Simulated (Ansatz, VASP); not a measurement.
**Two plane-wave programs on Al2Cu**

The input INCAR:

```
SYSTEM = Al2Cu
PREC     = Accurate       ! precision mode
ENCUT    = 520            ! plane-wave cutoff, eV
EDIFF    = 1E-7           ! SCF threshold, eV
ISMEAR   = 0              ! smearing method
SIGMA    = 0.15           ! smearing width, eV
LREAL    = .FALSE.        ! projectors in reciprocal space
LASPH    = .TRUE.         ! aspherical terms in the spheres
NELM     = 100            ! most SCF steps
ALGO     = Fast           ! electronic algorithm
ISIF     = 2              ! what is computed and relaxed
LWAVE    = .FALSE.        ! write WAVECAR
LCHARG   = .TRUE.         ! write CHGCAR
GGA      = PS             ! functional
LELF     = .TRUE.         ! ELF
LVHAR    = .TRUE.       
NBANDS   = 16             ! bands
```

File KPOINTS:

```
Automatic mesh
0
G
  16 16 16
  0 0 0
```

The input POSCAR:

```
Al2Cu
1.0
   -2.0246315513      2.0246315513      3.1135273504
    2.0246315513     -2.0246315513      3.1135273504
    2.0246315513      2.0246315513     -3.1135273504
Al Cu
2 1
Direct
    0.7500000000      0.2500000000      0.5000000000
    0.2500000000      0.7500000000      0.5000000000
    0.5000000000      0.5000000000      0.0000000000
```

Input for Ansatz:

```yaml
crystal:
  lattice:
    - [-2.0246315513, 2.0246315513, 3.1135273504]
    - [2.0246315513, -2.0246315513, 3.1135273504]
    - [2.0246315513, 2.0246315513, -3.1135273504]
  atoms:
    - { symbol: Al, position: [0.75, 0.25, 0.5] }
    - { symbol: Al, position: [0.25, 0.75, 0.5] }
    - { symbol: Cu, position: [0.5, 0.5, 0.0] }
basis:
  ecutwfc: 420
kpoints:
  mp_grid: { grid: [16, 16, 16] }
hamiltonian:
  xc: pbesol
scf:
  occupations: { method: gaussian, width: 0.15 }
output:
  forces: true
  stress: true
  eigenvalues: true
```

Change from the starting cell: strain +0.0875 x Voigt [0, 0, 1, 0, 0, 0], atoms carried along.

Alike in both runs: task single point; functional PBEsol; k mesh 16 × 16 × 16; occupations gaussian, width 0.15 eV; no spin polarisation.

|  | VASP | Ansatz |
| --- | --- | --- |
| version | VASP 6.6.1 | Ansatz 0.2.0 |
| potentials or method | VASP PAW PBE potentials, release 64 (Al, Cu), cutoff 520 eV | scalar-relativistic, plane waves, PAW |
| valence electrons in the cell | 17 | 25 |

Ansatz gave:

* gap on the k mesh at the Fermi level (eV): none
* pressure (GPa): -6.9
* traceless stress, the component that is largest in VASP (GPa): -4.05

Q: Estimate VASP's values.

A: gap on the k mesh at the Fermi level (eV): none; pressure (GPa): -6.6; traceless stress, the component that is largest in VASP (GPa): -4.00.

VASP's potentials were made for PBE, not for PBEsol. A gap of «none» marks a metal or a gap that the smearing closes. VASP's potentials hold 17 valence electrons a cell and Ansatz's 25, so a difference there can come from the potentials and not from the codes.
